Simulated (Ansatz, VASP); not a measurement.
**Two plane-wave programs on Pt2C**

File INCAR:

```
SYSTEM = Pt2C
ALGO = Normal
EDIFF = 1E-7
EDIFFG = -0.04
ENCUT = 600
GGA = PE
GGA_COMPAT = .FALSE.
IBRION = 2
ISIF = 3
ISMEAR = 0
LASPH = .TRUE.
LCHARG = .FALSE.
LREAL = .FALSE.
LWAVE = .FALSE.
NELM = 120
NELMIN = 4
NSW = 90
PREC = Accurate
SIGMA = 0.1
```

The input KPOINTS:

```
k-points
0
G
  6 6 6
  0 0 0
```

The input POSCAR:

```
Pt2C
1.0
    0.0000000000      2.6492529477      2.6492529477
    2.6492529477      0.0000000000      2.6492529477
    2.6492529477      2.6492529477      0.0000000000
Pt C
2 1
Direct
    0.2500000000      0.2500000000      0.2500000000
    0.7500000000      0.7500000000      0.7500000000
    0.0000000000      0.0000000000      0.0000000000
```

Input for Ansatz:

```yaml
crystal:
  lattice:
    - [0.0, 2.6492529477, 2.6492529477]
    - [2.6492529477, 0.0, 2.6492529477]
    - [2.6492529477, 2.6492529477, 0.0]
  atoms:
    - { symbol: Pt, position: [0.25, 0.25, 0.25] }
    - { symbol: Pt, position: [0.75, 0.75, 0.75] }
    - { symbol: C, position: [0.0, 0.0, 0.0] }
basis:
  ecutwfc: 420
kpoints:
  mp_grid: { grid: [6, 6, 6] }
hamiltonian:
  xc: pbe
scf:
  occupations: { method: gaussian, width: 0.1 }
  lower_state_search: "off"
output:
  forces: true
  stress: true
  eigenvalues: true
relax:
  adjacent_minimum: "off"
  f_tol: 0.04
  max_steps: 70
  cell: { stress_tol: 0.4 }
```

Alike in both runs: task relaxation of cell and atoms; functional PBE; k mesh 6 × 6 × 6; occupations gaussian, width 0.1 eV; no spin polarisation.

|  | VASP | Ansatz |
| --- | --- | --- |
| version | VASP 6.6.1 | Ansatz 0.2.0 |
| potentials or method | VASP PAW PBE potentials, release 64 (Pt, C), cutoff 600 eV | scalar-relativistic, plane waves, PAW |
| valence electrons in the cell | 24 | 40 |

|  | VASP | Ansatz | Ansatz less VASP |
| --- | --- | --- | --- |
| gap on the k mesh at the Fermi level, each at its own relaxed structure (eV) | none | none | - |
| relaxed volume (Å³/atom) | 13.35 | 13.35 | +0.001 |
| relaxed length of the cell vector where the two differ most in proportion (Å) | 3.840 | 3.840 | +0.0001 |

A gap of «none» marks a metal or a gap that the smearing closes. VASP's potentials hold 24 valence electrons a cell and Ansatz's 40, so a difference there can come from the potentials and not from the codes.

Spin-orbit coupling is off throughout.
